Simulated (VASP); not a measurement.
# Zr (P6_3/mmc) in VASP: single point with PBE

Aim: the single point of Zr with PBE.

Program: VASP 6.6.1. These are calculated values, not measurements. Logs are shortened: lines on timing, memory, paths and dates and some standing lists are left out, and cuts for length are marked.

### Step 1. The cell of the first run

It takes space group P6_3/mmc (No. 194, hexagonal). The conventional cell has a = 3.231 Å, b = 3.231 Å, c = 5.175 Å, α = 90.00°, β = 90.00°, γ = 120.00°. Zr (site symmetry -6m2) has 12 Zr at 3.19 to 3.23 Å within 4.2 Å.

### Step 2. Single point, PBE

INCAR

```
SYSTEM = Zr
ALGO     = Normal         ! electronic algorithm
EDIFF    = 1E-7           ! SCF threshold, eV
ENCUT    = 520            ! plane-wave cutoff, eV
GGA      = PE             ! functional
ISIF     = 2              ! what is computed and relaxed
ISMEAR   = -1             ! smearing method
LASPH    = .TRUE.         ! aspherical terms in the spheres
LCHARG   = .FALSE.        ! write CHGCAR
LREAL    = .FALSE.        ! projectors in reciprocal space
LWAVE    = .FALSE.        ! write WAVECAR
NBANDS   = 32             ! bands
NELM     = 100            ! most SCF steps
PREC     = Accurate       ! precision mode
SIGMA    = 0.08           ! smearing width, eV
```

KPOINTS

```
k-points
0
G
  13 8 8
  0 0 0
```

POSCAR

```
Zr
1.0
   -1.6155496476      2.7982140716      0.0000000000
    0.0000000000      0.0000000000      5.1751358144
    4.8466489426      2.7982140717      0.0000000000
Zr
4
Direct
    0.5000000000      0.2500000000      0.1666666670
    0.0000000000      0.2500000000      0.6666666670
    0.0000000000      0.7500000000      0.3333333330
    0.5000000000      0.7500000000      0.8333333330
```

Potentials or basis: VASP PAW PBE potentials, release 64 (Zr_sv).

The run is started by

```sh
cat potpaw_PBE.64/Zr_sv/POTCAR > POTCAR
mpirun -np 1 vasp_std > vasp.out
```

OUTCAR:

```text
SYSTEM = Zr
   EDIFF = 1E-7
   ENCUT = 520
   GGA = PE
   ISIF = 2
   ISMEAR = -1
   LASPH = .TRUE.
   LREAL = .FALSE.
   NELM = 100
   PREC = Accurate

 ion  position               nearest neighbor table
   1  0.500  0.250  0.167-   3 3.19   3 3.19   3 3.19   3 3.19   4 3.19   4 3.19   2 3.23   2 3.23
                             2 3.23   2 3.23
   2  0.000  0.250  0.667-   4 3.19   4 3.19   4 3.19   4 3.19   3 3.19   3 3.19   1 3.23   1 3.23
                             1 3.23   1 3.23
   3  0.000  0.750  0.333-   1 3.19   1 3.19   1 3.19   1 3.19   2 3.19   2 3.19   4 3.23   4 3.23
                             4 3.23   4 3.23
   4  0.500  0.750  0.833-   2 3.19   2 3.19   2 3.19   2 3.19   1 3.19   1 3.19   3 3.23   3 3.23
                             3 3.23   3 3.23

  LATTYP: Found a simple orthorhombic cell.
 ALAT       =     3.2310992950
 B/A-ratio  =     1.6016641217
 C/A-ratio  =     1.7320508076

  Lattice vectors:

 A1 = (  -1.6155496476,   2.7982140716,   0.0000000000)
 A2 = (   0.0000000000,   0.0000000000,   5.1751358144)
 A3 = (   4.8466489426,   2.7982140717,   0.0000000000)

Analysis of symmetry for initial positions (statically):
=====================================================================
 Subroutine PRICEL returns following result:

  LATTYP: Found a hexagonal cell.
 ALAT       =     3.2310992950
 C/A-ratio  =     1.6016641217

  Lattice vectors:

 A1 = (   1.6155496475,   2.7982140716,   0.0000000000)
 A2 = (  -3.2310992951,  -0.0000000001,   0.0000000000)
 A3 = (   0.0000000000,   0.0000000000,   5.1751358144)

   2 primitive cells build up your supercell.

 Routine SETGRP: Setting up the symmetry group for a
 simple orthorhombic supercell.

 Subroutine GETGRP returns: Found  8 space group operations
 (whereof  4 operations were pure point group operations)
 out of a pool of  8 trial point group operations.

The static configuration has the point symmetry C_2h.
 The point group associated with its full space group is D_2h.

Analysis of symmetry for dynamics (positions and initial velocities):
=====================================================================
 Subroutine PRICEL returns following result:

  LATTYP: Found a hexagonal cell.
 ALAT       =     3.2310992950
 C/A-ratio  =     1.6016641217

  Lattice vectors:

 A1 = (   1.6155496475,   2.7982140716,   0.0000000000)
 A2 = (  -3.2310992951,  -0.0000000001,   0.0000000000)
 A3 = (   0.0000000000,   0.0000000000,   5.1751358144)

   2 primitive cells build up your supercell.

 Routine SETGRP: Setting up the symmetry group for a
 simple orthorhombic supercell.

 Subroutine GETGRP returns: Found  8 space group operations
 (whereof  4 operations were pure point group operations)
 out of a pool of  8 trial point group operations.

The dynamic configuration has the point symmetry C_2h.
 The point group associated with its full space group is D_2h.

 Subroutine INISYM returns: Found  8 space group operations
 (whereof  4 operations are pure point group operations),
 and found     2 'primitive' translations

----------------------------------------------------------------------------------------

                                     Primitive cell

  volume of cell :      46.7900

  direct lattice vectors                    reciprocal lattice vectors
     1.615549647  2.798214072  0.000000000    -0.000000000  0.357370800  0.000000000
    -3.231099295 -0.000000000  0.000000000    -0.309492191  0.178685400  0.000000000
     0.000000000  0.000000000  5.175135814     0.000000000  0.000000000  0.193231644

  length of vectors
     3.231099295  3.231099295  5.175135814     0.357370800  0.357370800  0.193231644

  position of ions in fractional coordinates (direct lattice)
     0.666666667  0.333333333  0.250000000
     0.333333333  0.666666667  0.750000000

  ion indices of the primitive-cell ions
   primitive index   ion index
                 1           1
                 2           4

----------------------------------------------------------------------------------------

 KPOINTS: k-points

Automatic generation of k-mesh.
 Grid dimensions read from file:
 generate k-points for:   13    8    8

 Generating k-lattice:

  Cartesian coordinates                     Fractional coordinates (reciprocal lattice)
    -0.011903546  0.020617546  0.000000000     0.076923077  0.000000000  0.000000000
     0.000000000  0.000000000  0.024153955     0.000000000  0.125000000  0.000000000
     0.019343262  0.011167837  0.000000000    -0.000000000  0.000000000  0.125000000

  Length of vectors
     0.023807092  0.024153955  0.022335675

  Shift w.r.t. Gamma in fractional coordinates (k-lattice)
     0.000000000  0.000000000  0.000000000

 Subroutine IBZKPT returns following result:
 ===========================================

 Found    175 irreducible k-points:

 Following reciprocal coordinates:
            Coordinates               Weight
  0.000000  0.000000  0.000000      1.000000
  0.076923  0.000000  0.000000      2.000000
  0.153846  0.000000  0.000000      2.000000
  0.230769  0.000000  0.000000      2.000000
  0.307692  0.000000  0.000000      2.000000
  0.384615  0.000000  0.000000      2.000000
[... 16 lines left out ...]
  0.076923  0.375000  0.000000      4.000000
  0.153846  0.375000  0.000000      4.000000
 [... further k-points ...]
   k-points           NKPTS =    175   k-points in BZ     NKDIM =    175   number of bands    NBANDS=     32
   number of dos      NEDOS =    301   number of ions     NIONS =      4
   total plane-waves  NPLWV =  40320
   dimension x,y,z NGX =    24 NGY =   40 NGZ =   42
   dimension x,y,z NGXF=    48 NGYF=   80 NGZF=   84
   ions per type =               4
   NGX,Y,Z   is equivalent  to a cutoff of  12.35, 12.85, 12.48 a.u.
   NGXF,Y,Z  is equivalent  to a cutoff of  24.70, 25.70, 24.95 a.u.
 SYSTEM =  Zr
   PREC   = accura    normal or accurate (medium, high low for compatibility)
   ISTART =      0    job   : 0-new  1-cont  2-samecut
   ICHARG =      2    charge: 1-file 2-atom 10-const
   ISPIN  =      1    spin polarized calculation?
   LNONCOLLINEAR =      F non collinear calculations
   LSORBIT =      F    spin-orbit coupling
   LASPH  =      T    aspherical Exc in radial PAW
   ENCUT  =  520.0 eV  38.22 Ry    6.18 a.u.   6.01  9.62 10.41*2*pi/ulx,y,z
   NELM   =    100;   NELMIN=  2; NELMDL= -5     # of ELM steps
   EDIFF  = 0.1E-06   stopping-criterion for ELM
   LREAL  =      F    real-space projection
   EDIFFG = 0.1E-05   stopping-criterion for IOM
   NSW    =      0    number of steps for IOM
   IBRION =     -1    ionic relax: 0-MD 1-quasi-New 2-CG
   NFREE  =      0    steps in history (QN), initial steepest desc. (CG)
   ISIF   =      2    stress and relaxation
   ISYM   =      2    0-nonsym 1-usesym 2-fastsym
   POTIM  = 0.5000    time-step for ionic-motion
   TEBEG  =    0.0;   TEEND  =   0.0 temperature during run
   PSTRESS=    0.0 pullay stress
   NELECT =      48.0000    total number of electrons
   NUPDOWN=      -1.0000    fix difference up-down
   EMIN   =  10.00;   EMAX   =-10.00  energy-range for DOS
   EFERMI =   0.00;   METHOD = LEGACY
   ISMEAR =    -1;   SIGMA  =   0.08  broadening in eV -4-tet -1-fermi 0-gaus
   EFERMI_NEDOS =   21; number of points for ismear=-14 and -15
   IALGO  =     38    algorithm
   IMIX   =      4    mixing-type and parameters
     AMIX     =   0.40;   BMIX     =  1.00
     AMIX_MAG =   1.60;   BMIX_MAG =  1.00
  volume/ion in A,a.u.               =      23.39       157.88
  Fermi-wavevector in a.u.,A,eV,Ry     =   1.310472  2.476432 23.365769  1.717336
  Thomas-Fermi vector in A             =   2.440999
   LORBIT       =      0    0 simple, 1 ext, 2 COOP (PROOUT), +10 PAW based schemes
   GGA     = PE    functional components
   LHFCALC =     F    Hartree Fock is set to
   AEXX    =    0.0000 exact exchange contribution
   IVDW    =     0    specifies the selected vdW correction
   LEPSILON=     F    determine dielectric tensor
   LRPA    =     F    only Hartree local field effects (RPA)
 non-spin polarized calculation
  energy-cutoff  :      520.00
  volume of cell :       93.58
 maximum number of plane-waves:      2546
   NGX = 13   NGY = 19   NGZ = 21

 number of electron      47.9999999 magnetization

 Free energy of the ion-electron system (eV)
  ---------------------------------------------------
  ext. energy  EPLUGINS =         0.00000000
  ---------------------------------------------------
  free energy    TOTEN  =       -34.12480475 eV

  energy without entropy =      -34.03554962  energy(sigma->0) =      -34.08017719

 E-fermi :   8.9271     XC(G=0): -11.0597

 val. band max:        8.9176863871   @ k =   0.1538   0.0000   0.1250
 cond. band min:       8.9297595538   @ k =   0.3077   0.5000   0.2500
 fundamental gap:      0.0120731668
 Fermi energy:         8.9271293931

 k-point     1 :       0.0000    0.0000    0.0000
  band No.  band energies     occupation
      1     -39.9040      2.00000
      2     -39.7701      2.00000
      3     -39.7559      2.00000
      4     -39.7217      2.00000
      5     -18.4113      2.00000
      6     -18.2503      2.00000
[... 24 lines left out ...]
     31      10.4869      0.00000
     32      11.1086      0.00000

 k-point     2 :       0.0769    0.0000    0.0000
  band No.  band energies     occupation
      1     -39.8989      2.00000
      2     -39.7675      2.00000
      3     -39.7537      2.00000
      4     -39.7219      2.00000
      5     -18.3979      2.00000
      6     -18.2386      2.00000
[... 24 lines left out ...]
     31      10.5973      0.00000
     32      10.9404      0.00000

 k-point     3 :       0.1538    0.0000    0.0000
  band No.  band energies     occupation
      1     -39.8846      2.00000
      2     -39.7603      2.00000
      3     -39.7477      2.00000
      4     -39.7229      2.00000
      5     -18.3589      2.00000
      6     -18.2054      2.00000
[... 24 lines left out ...]
     31      10.5335      0.00000
     32      10.9338      0.00000

 k-point     4 :       0.2308    0.0000    0.0000
  band No.  band energies     occupation
      1     -39.8628      2.00000
      2     -39.7501      2.00000
      3     -39.7394      2.00000
      4     -39.7259      2.00000
      5     -18.2977      2.00000
      6     -18.1578      2.00000
[... 654 lines left out ...]
     31      10.8535      0.00000
     32      12.0022      0.00000

 k-point    23 :       0.0769    0.3750    0.0000
  band No.  band energies     occupation
      1     -39.8546      2.00000
      2     -39.7990      2.00000
      3     -39.7534      2.00000
      4     -39.7360      2.00000
      5     -18.3230      2.00000
      6     -18.2523      2.00000
[... 24 lines left out ...]
     31      10.8083      0.00000
     32      11.9995      0.00000

 k-point    24 :       0.1538    0.3750    0.0000
  band No.  band energies     occupation
      1     -39.8428      2.00000
      2     -39.7904      2.00000
      3     -39.7488      2.00000
      4     -39.7344      2.00000
      5     -18.2855      2.00000
      6     -18.2231      2.00000
[... 24 lines left out ...]
     31      10.9207      0.00000
     32      11.8069      0.00000

 [... further k-points ...]
[... 5 lines left out ...]
  --------------------------------------------------------------------------------------
  -------------------------------------------------------------------------------------
  Total        0.0087404      0.0016209      0.0050219      0.0061657      0.0000000      0.0000000
  in kB        0.1496447      0.0277507      0.0859799      0.1055633      0.0000000      0.0000000
  external PRESSURE =       0.0877917 kB  Pullay stress =       0.0000000 kB

 VOLUME and BASIS-vectors are now :
 -----------------------------------------------------------------------------
  energy-cutoff  :      520.00
  volume of cell :       93.58
      direct lattice vectors                 reciprocal lattice vectors
    -1.615549648  2.798214072  0.000000000    -0.154746095  0.268028100  0.000000000
     0.000000000  0.000000000  5.175135814     0.000000000  0.000000000  0.193231644
     4.846648943  2.798214072  0.000000000     0.154746095  0.089342700  0.000000000

 POSITION                                       TOTAL-FORCE (eV/Angst)
 -----------------------------------------------------------------------------------
      0.00000      1.86548      1.29378         0.000670      0.000387      0.000000
      3.23110      1.86548      1.29378         0.000670      0.000387      0.000000
      1.61555      0.93274      3.88135        -0.000670     -0.000387     -0.000000
      3.23110      3.73095      3.88135        -0.000670     -0.000387     -0.000000
 -----------------------------------------------------------------------------------
    total drift:                                0.000000      0.000000      0.000000

  FREE ENERGIE OF THE ION-ELECTRON SYSTEM (eV)
  ---------------------------------------------------
  free  energy   TOTEN  =       -34.1248047504 eV

  energy  without entropy=      -34.0355496221  energy(sigma->0) =      -34.08017719
```

Wall time 5.9 min (1 thread of Intel Xeon Platinum 8259CL at 2.50GHz (Skylake/Cascade Lake), shared host); peak memory 0.45 GiB.

What came out:

* Free energy: -34.1248 eV
* Pressure: 0.0 GPa
* Band gap on the k mesh: zero (bands 24 and 25 overlap by 1.10 eV)

Levels at points of the mesh, in eV from the Fermi level:
| k point | band 20 | band 21 | band 22 | band 23 | band 24 | band 25 | band 26 | band 27 | band 28 | band 29 |
| --- | --- | --- | --- | --- | --- | --- | --- | --- | --- | --- |
| (0.00, 0.00, 0.00) | -2.49 | -2.12 | -0.19 | 0.59 | 0.76 | 0.88 | 0.88 | 0.98 | 1.12 | 1.44 |
| (0.00, 0.50, 0.00) | -2.84 | -1.05 | -1.05 | 0.03 | 0.03 | 0.80 | 0.80 | 0.80 | 0.80 | 1.63 |
| (0.00, 0.00, 0.50) | -1.99 | -0.89 | -0.89 | -0.50 | -0.50 | 0.69 | 0.69 | 1.23 | 1.23 | 1.29 |
| (0.00, 0.50, 0.50) | -2.90 | -0.72 | -0.72 | -0.72 | -0.72 | 0.45 | 0.45 | 0.45 | 0.45 | 1.81 |
